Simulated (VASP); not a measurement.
Runs of VASP 6.6.1 on MgH2. The structure is that of space group Fm-3m (No. 225), or close to it. The cells are those of the table. 

| cell | gap on the mesh (eV) | pressure (GPa) |
| --- | --- | --- |
| a = 3.275 Å, angles 60.0°, 3 atoms | none | 1.1 |
| a = 3.455 Å, angles 60.0°, 3 atoms | none | (b) |
| a = 3.412 Å, angles 60.0°, 3 atoms | none | -5.8 |
| a = 3.322 Å, angles 60.0°, 3 atoms | none | (a) |
| a = 3.367 Å, angles 60.0°, 3 atoms | none | -3.9 |

Alike in all rows: task single point; level LDA; potentials or basis VASP PAW LDA potentials, release 64 (Mg, H); no spin polarisation; k mesh 6 × 6 × 6; cutoff (eV) 520; smearing methfessel-paxton 0.15 eV.

Estimate the missing entries.

(a) -1.6; (b) -7.4.

Caveats: all runs use coarse meshes.

A gap of «none» marks levels without a gap at the run's occupations.
